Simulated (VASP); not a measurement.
# K in VASP: notebook

The runs below take K through single point, with LDA.

Everything below comes from runs of VASP 6.6.1. Logs are shortened: lines on timing, memory, paths and dates and some standing lists are left out, and cuts for length are marked.

### Step 1. The cell of the first run

Symmetry: P6_3/mmc, No. 194, hexagonal system. Conventional cell: a = 4.762 Å, b = 4.762 Å, c = 7.830 Å, α = 90.00°, β = 90.00°, γ = 120.00°.

### Step 2. Single point, LDA

File INCAR:

```
PREC = Accurate
ENCUT = 520
EDIFF = 1E-7
ISMEAR = -1
SIGMA = 0.1
LREAL = False
LASPH = True
NELM = 100
ALGO = Normal
ISIF = 2
LWAVE = False
LCHARG = False
NBANDS = 16
```

File KPOINTS:

```
Automatic mesh
0
Gamma
  5 5 3
```

File POSCAR:

```
K
1.0
    4.7624000000      0.0000000000      0.0000000000
   -2.3812000000      4.1243600000      0.0000000000
    0.0000000000      0.0000000000      7.8299700000
K
2
Direct
    0.3333333333      0.6666666667      0.2500000000
    0.6666666667      0.3333333333      0.7500000000
```

Potentials or basis: VASP PAW LDA potentials, release 64 (K_sv).

Run with:

```console
> cat potpaw_LDA.64/K_sv/POTCAR > POTCAR
> mpirun -np 1 vasp_std > vasp.out
```

OUTCAR:

```text
PREC = Accurate
   ENCUT = 520
   EDIFF = 1E-7
   ISMEAR = -1
   LREAL = False
   LASPH = True
   NELM = 100
   ISIF = 2

 ion  position               nearest neighbor table
   1  0.333  0.667  0.250-
   2  0.667  0.333  0.750-

  LATTYP: Found a hexagonal cell.
 ALAT       =     4.7624000000
 C/A-ratio  =     1.6441227112

  Lattice vectors:

 A1 = (   4.7624000000,   0.0000000000,   0.0000000000)
 A2 = (  -2.3812000000,   4.1243600000,   0.0000000000)
 A3 = (   0.0000000000,   0.0000000000,   7.8299700000)

Analysis of symmetry for initial positions (statically):
=====================================================================
 Subroutine PRICEL returns:
 Original cell was already a primitive cell.

 Routine SETGRP: Setting up the symmetry group for a
 hexagonal supercell.

 Subroutine GETGRP returns: Found 24 space group operations
 (whereof 12 operations were pure point group operations)
 out of a pool of 24 trial point group operations.

The static configuration has the point symmetry D_3d.
 The point group associated with its full space group is D_6h.

Analysis of symmetry for dynamics (positions and initial velocities):
=====================================================================
 Subroutine PRICEL returns:
 Original cell was already a primitive cell.

 Routine SETGRP: Setting up the symmetry group for a
 hexagonal supercell.

 Subroutine GETGRP returns: Found 24 space group operations
 (whereof 12 operations were pure point group operations)
 out of a pool of 24 trial point group operations.

The dynamic configuration has the point symmetry D_3d.
 The point group associated with its full space group is D_6h.

 Subroutine INISYM returns: Found 24 space group operations
 (whereof 12 operations are pure point group operations),
 and found     1 'primitive' translations

----------------------------------------------------------------------------------------

                                     Primitive cell

  volume of cell :     153.7951

  direct lattice vectors                    reciprocal lattice vectors
     4.762400000  0.000000000  0.000000000     0.209978162  0.121230930  0.000000000
    -2.381200000  4.124360000  0.000000000     0.000000000  0.242461861  0.000000000
     0.000000000  0.000000000  7.829970000     0.000000000  0.000000000  0.127714410

  length of vectors
     4.762400000  4.762400534  7.829970000     0.242461888  0.242461861  0.127714410

  position of ions in fractional coordinates (direct lattice)
     0.333333333  0.666666667  0.250000000
     0.666666667  0.333333333  0.750000000

  ion indices of the primitive-cell ions
   primitive index   ion index
                 1           1
                 2           2

----------------------------------------------------------------------------------------

 KPOINTS: Automatic mesh

Automatic generation of k-mesh.
 Grid dimensions read from file:
 generate k-points for:    5    5    3

 Generating k-lattice:

  Cartesian coordinates                     Fractional coordinates (reciprocal lattice)
     0.041995632  0.024246186  0.000000000     0.200000000  0.000000000  0.000000000
     0.000000000  0.048492372  0.000000000     0.000000000  0.200000000  0.000000000
     0.000000000  0.000000000  0.042571470     0.000000000  0.000000000  0.333333333

  Length of vectors
     0.048492378  0.048492372  0.042571470

  Shift w.r.t. Gamma in fractional coordinates (k-lattice)
     0.000000000  0.000000000  0.000000000

 Subroutine IBZKPT returns following result:
 ===========================================

 Found     10 irreducible k-points:

 Following reciprocal coordinates:
            Coordinates               Weight
  0.000000  0.000000  0.000000      1.000000
  0.200000  0.000000  0.000000      6.000000
  0.400000  0.000000  0.000000      6.000000
  0.200000  0.200000  0.000000      6.000000
  0.400000  0.200000  0.000000      6.000000
  0.000000  0.000000  0.333333      2.000000
  0.200000  0.000000  0.333333     12.000000
  0.400000  0.000000  0.333333     12.000000
  0.200000  0.200000  0.333333     12.000000
  0.400000  0.200000  0.333333     12.000000
   k-points           NKPTS =     10   k-points in BZ     NKDIM =     10   number of bands    NBANDS=     16
   number of dos      NEDOS =    301   number of ions     NIONS =      2
   total plane-waves  NPLWV =  77760
   dimension x,y,z NGX =    36 NGY =   36 NGZ =   60
   dimension x,y,z NGXF=    72 NGYF=   72 NGZF=  120
   ions per type =               2
   NGX,Y,Z   is equivalent  to a cutoff of  12.57, 12.57, 12.74 a.u.
   NGXF,Y,Z  is equivalent  to a cutoff of  25.13, 25.13, 25.48 a.u.
 SYSTEM =  unknown system
   PREC   = accura    normal or accurate (medium, high low for compatibility)
   ISTART =      0    job   : 0-new  1-cont  2-samecut
   ICHARG =      2    charge: 1-file 2-atom 10-const
   ISPIN  =      1    spin polarized calculation?
   LNONCOLLINEAR =      F non collinear calculations
   LSORBIT =      F    spin-orbit coupling
   LASPH  =      T    aspherical Exc in radial PAW
   ENCUT  =  520.0 eV  38.22 Ry    6.18 a.u.   8.85  8.85 14.56*2*pi/ulx,y,z
   NELM   =    100;   NELMIN=  2; NELMDL= -5     # of ELM steps
   EDIFF  = 0.1E-06   stopping-criterion for ELM
   LREAL  =      F    real-space projection
   EDIFFG = 0.1E-05   stopping-criterion for IOM
   NSW    =      0    number of steps for IOM
   IBRION =     -1    ionic relax: 0-MD 1-quasi-New 2-CG
   NFREE  =      0    steps in history (QN), initial steepest desc. (CG)
   ISIF   =      2    stress and relaxation
   ISYM   =      2    0-nonsym 1-usesym 2-fastsym
   POTIM  = 0.5000    time-step for ionic-motion
   TEBEG  =    0.0;   TEEND  =   0.0 temperature during run
   PSTRESS=    0.0 pullay stress
   NELECT =      18.0000    total number of electrons
   NUPDOWN=      -1.0000    fix difference up-down
   EMIN   =  10.00;   EMAX   =-10.00  energy-range for DOS
   EFERMI =   0.00;   METHOD = LEGACY
   ISMEAR =    -1;   SIGMA  =   0.10  broadening in eV -4-tet -1-fermi 0-gaus
   EFERMI_NEDOS =   21; number of points for ismear=-14 and -15
   IALGO  =     38    algorithm
   IMIX   =      4    mixing-type and parameters
     AMIX     =   0.40;   BMIX     =  1.00
     AMIX_MAG =   1.60;   BMIX_MAG =  1.00
  volume/ion in A,a.u.               =      76.90       518.93
  Fermi-wavevector in a.u.,A,eV,Ry     =   0.800789  1.513272  8.724915  0.641263
  Thomas-Fermi vector in A             =   1.908152
   LORBIT       =      0    0 simple, 1 ext, 2 COOP (PROOUT), +10 PAW based schemes
   GGA     = CA    functional components
   LHFCALC =     F    Hartree Fock is set to
   AEXX    =    0.0000 exact exchange contribution
   IVDW    =     0    specifies the selected vdW correction
   LEPSILON=     F    determine dielectric tensor
   LRPA    =     F    only Hartree local field effects (RPA)
 non-spin polarized calculation
  energy-cutoff  :      520.00
  volume of cell :      153.80
 maximum number of plane-waves:      4160
 NGX is ok and might be reduce to    36
   NGX = 17   NGY = 17   NGZ = 29

 number of electron      18.0000001 magnetization

 Free energy of the ion-electron system (eV)
  ---------------------------------------------------
  ext. energy  EPLUGINS =         0.00000000
  ---------------------------------------------------
  free energy    TOTEN  =        -2.33734334 eV

  energy without entropy =       -2.30379191  energy(sigma->0) =       -2.32056762

 E-fermi :  -0.3400     XC(G=0):  -5.7550

 val. band max:       -0.7081839515   @ k =   0.4000   0.0000   0.3333
 cond. band min:      -0.2547852573   @ k =   0.2000   0.2000   0.3333
 fundamental gap:      0.4533986943
 Fermi energy:        -0.3400121772

 k-point     1 :       0.0000    0.0000    0.0000
  band No.  band energies     occupation
      1     -32.2444      2.00000
      2     -32.2413      2.00000
      3     -15.9854      2.00000
      4     -15.9360      2.00000
      5     -15.9360      2.00000
      6     -15.9280      2.00000
[... 8 lines left out ...]
     15       3.9107      0.00000
     16       3.9107      0.00000

 k-point     2 :       0.2000    0.0000    0.0000
  band No.  band energies     occupation
      1     -32.2434      2.00000
      2     -32.2408      2.00000
      3     -15.9783      2.00000
      4     -15.9518      2.00000
      5     -15.9441      2.00000
      6     -15.9409      2.00000
[... 8 lines left out ...]
     15       3.7527      0.00000
     16       3.9547      0.00000

 k-point     3 :       0.4000    0.0000    0.0000
  band No.  band energies     occupation
      1     -32.2415      2.00000
      2     -32.2402      2.00000
      3     -15.9777      2.00000
      4     -15.9693      2.00000
      5     -15.9635      2.00000
      6     -15.9484      2.00000
[... 8 lines left out ...]
     15       3.5354      0.00000
     16       4.2446      0.00000

 k-point     4 :       0.2000    0.2000    0.0000
  band No.  band energies     occupation
      1     -32.2419      2.00000
      2     -32.2402      2.00000
      3     -15.9671      2.00000
      4     -15.9657      2.00000
      5     -15.9653      2.00000
      6     -15.9480      2.00000
[... 8 lines left out ...]
     15       3.0367      0.00000
     16       3.8488      0.00000

 k-point     5 :       0.4000    0.2000    0.0000
  band No.  band energies     occupation
      1     -32.2408      2.00000
      2     -32.2401      2.00000
      3     -15.9771      2.00000
      4     -15.9685      2.00000
      5     -15.9583      2.00000
      6     -15.9557      2.00000
[... 8 lines left out ...]
     15       2.7616      0.00000
     16       3.1752      0.00000

 k-point     6 :       0.0000    0.0000    0.3333
  band No.  band energies     occupation
      1     -32.2436      2.00000
      2     -32.2420      2.00000
      3     -15.9711      2.00000
      4     -15.9421      2.00000
      5     -15.9340      2.00000
      6     -15.9340      2.00000
[... 8 lines left out ...]
     15       3.7035      0.00000
     16       3.7035      0.00000

 k-point     7 :       0.2000    0.0000    0.3333
  band No.  band energies     occupation
      1     -32.2427      2.00000
      2     -32.2414      2.00000
      3     -15.9697      2.00000
      4     -15.9527      2.00000
      5     -15.9464      2.00000
      6     -15.9384      2.00000
[... 8 lines left out ...]
     15       3.6960      0.00000
     16       3.8156      0.00000

 k-point     8 :       0.4000    0.0000    0.3333
  band No.  band energies     occupation
      1     -32.2412      2.00000
      2     -32.2405      2.00000
      3     -15.9821      2.00000
      4     -15.9767      2.00000
      5     -15.9506      2.00000
      6     -15.9453      2.00000
[... 8 lines left out ...]
     15       3.6633      0.00000
     16       4.0000      0.00000

 k-point     9 :       0.2000    0.2000    0.3333
  band No.  band energies     occupation
      1     -32.2415      2.00000
      2     -32.2407      2.00000
      3     -15.9741      2.00000
      4     -15.9694      2.00000
      5     -15.9509      2.00000
      6     -15.9495      2.00000
[... 8 lines left out ...]
     15       2.9781      0.00000
     16       3.9815      0.00000

 k-point    10 :       0.4000    0.2000    0.3333
  band No.  band energies     occupation
      1     -32.2406      2.00000
      2     -32.2403      2.00000
      3     -15.9800      2.00000
      4     -15.9761      2.00000
      5     -15.9594      2.00000
      6     -15.9524      2.00000
[... 8 lines left out ...]
     15       3.1969      0.00000
     16       3.8618      0.00000

------------------------ aborting loop because EDIFF is reached ----------------------------------------

  FORCE on cell =-STRESS in cart. coord.  units (eV):
  Direction    XX          YY          ZZ          XY          YZ          ZX
  --------------------------------------------------------------------------------------
  -------------------------------------------------------------------------------------
  Total       -0.5658975     -0.5658977     -0.5947246      0.0000000     -0.0000000      0.0000000
  in kB       -5.8952990     -5.8953007     -6.1956087      0.0000000     -0.0000000      0.0000000
  external PRESSURE =      -5.9954028 kB  Pullay stress =       0.0000000 kB

 VOLUME and BASIS-vectors are now :
 -----------------------------------------------------------------------------
  energy-cutoff  :      520.00
  volume of cell :      153.80
      direct lattice vectors                 reciprocal lattice vectors
     4.762400000  0.000000000  0.000000000     0.209978162  0.121230930  0.000000000
    -2.381200000  4.124360000  0.000000000     0.000000000  0.242461861  0.000000000
     0.000000000  0.000000000  7.829970000     0.000000000  0.000000000  0.127714410

 POSITION                                       TOTAL-FORCE (eV/Angst)
 -----------------------------------------------------------------------------------
     -0.00000      2.74957      1.95749        -0.000000     -0.000000      0.000000
      2.38120      1.37479      5.87248         0.000000      0.000000     -0.000000
 -----------------------------------------------------------------------------------
    total drift:                               -0.000000      0.000000     -0.000000

  FREE ENERGIE OF THE ION-ELECTRON SYSTEM (eV)
  ---------------------------------------------------
  free  energy   TOTEN  =        -2.3373433368 eV

  energy  without entropy=       -2.3037919056  energy(sigma->0) =       -2.32056762
```

It took 19 s on 1 thread of Intel Xeon Platinum 8488C (Sapphire Rapids), shared host; peak memory 0.2 GiB.

What came out:

```
Free energy            : -2.3373 eV
Pressure               : -0.6 GPa
Band gap on the k mesh : zero (band 9 reaches 0.25 eV, above the bottom of band 10 at -1.31 eV)
```

### Step 3. Single point, LDA

File INCAR:

```
SYSTEM = K
PREC     = Accurate       ! precision mode
ENCUT    = 520            ! plane-wave cutoff, eV
EDIFF    = 1E-7           ! SCF threshold, eV
ISMEAR   = -1             ! smearing method
SIGMA    = 0.1            ! smearing width, eV
LREAL    = .False.        ! projectors in reciprocal space
LASPH    = .True.         ! aspherical terms in the spheres
NELM     = 60             ! most SCF steps
ALGO     = Normal         ! electronic algorithm
ISIF     = 2              ! what is computed and relaxed
LWAVE    = .False.        ! write WAVECAR
LCHARG   = .False.        ! write CHGCAR
NBANDS   = 16             ! bands
```

File KPOINTS:

```
Automatic mesh
0
Gamma
  5 5 3
  0 0 0
```

POSCAR, as its differences from that of step 2:

```diff
@@ -9,2 +9,2 @@
     0.3333333333      0.6666666667      0.2500000000
-    0.6666666667      0.3333333333      0.7500000000
+    0.6642420481      0.3284840961      0.7500000000
```

Potentials or basis: VASP PAW LDA potentials, release 64 (K_sv).

Run with:

```console
> cat potpaw_LDA.64/K_sv/POTCAR > POTCAR
> mpirun -np 1 vasp_std > vasp.out
```

It took 28 s on 1 thread of Intel Xeon Platinum 8488C (Sapphire Rapids), shared host; peak memory 0.21 GiB.

Results (log left out):

* Free energy: -2.3373 eV
* Pressure: -0.6 GPa
* Band gap on the k mesh: zero (band 9 reaches 0.25 eV, above the bottom of band 10 at -1.31 eV)

Levels at points of the mesh, in eV from the Fermi level:
```tsv
k point	band 5	band 6	band 7	band 8	band 9	band 10	band 11	band 12	band 13	band 14
(0.00, 0.00, 0.00)	-15.60	-15.59	-15.59	-15.59	-2.16	0.19	0.51	3.89	3.90	3.92
```

### Step 4. Single point, LDA

File INCAR:

```
SYSTEM = K
ALGO     = Normal         ! electronic algorithm
EDIFF    = 1E-6           ! SCF threshold, eV
ENCUT    = 520            ! plane-wave cutoff, eV
ISIF     = 2              ! what is computed and relaxed
ISMEAR   = -1             ! smearing method
LASPH    = .True.         ! aspherical terms in the spheres
LCHARG   = .False.        ! write CHGCAR
LREAL    = .False.        ! projectors in reciprocal space
LWAVE    = .False.        ! write WAVECAR
NBANDS   = 16             ! bands
NELM     = 60             ! most SCF steps
PREC     = Accurate       ! precision mode
SIGMA    = 0.1            ! smearing width, eV
```

File KPOINTS:

```
k-points
0
Gamma
  5 5 3
  0 0 0
```

POSCAR, as its differences from that of step 3:

```diff
@@ -9,2 +9,2 @@
     0.3333333333      0.6666666667      0.2500000000
-    0.6642420481      0.3284840961      0.7500000000
+    0.6654543574      0.3309087147      0.7500000000
```

Run with:

```console
> cat potpaw_LDA.64/K_sv/POTCAR > POTCAR
> mpirun -np 1 vasp_std > vasp.out
```

It took 30 s on 1 thread of Intel Xeon Platinum 8488C (Sapphire Rapids), shared host; peak memory 0.21 GiB.

It converged, with:

| Quantity | Value |
| --- | --- |
| Free energy | -2.3373 eV |
| Pressure | -0.6 GPa |
| Band gap on the k mesh | zero (band 9 reaches 0.25 eV, above the bottom of band 10 at -1.31 eV) |

Levels at points of the mesh, in eV from the Fermi level:
```tsv
k point	band 6	band 7	band 8	band 9	band 10	band 11	band 12	band 13
(0.00, 0.00, 0.00)	-15.59	-15.59	-15.59	-2.16	0.19	0.51	3.89	3.89
```
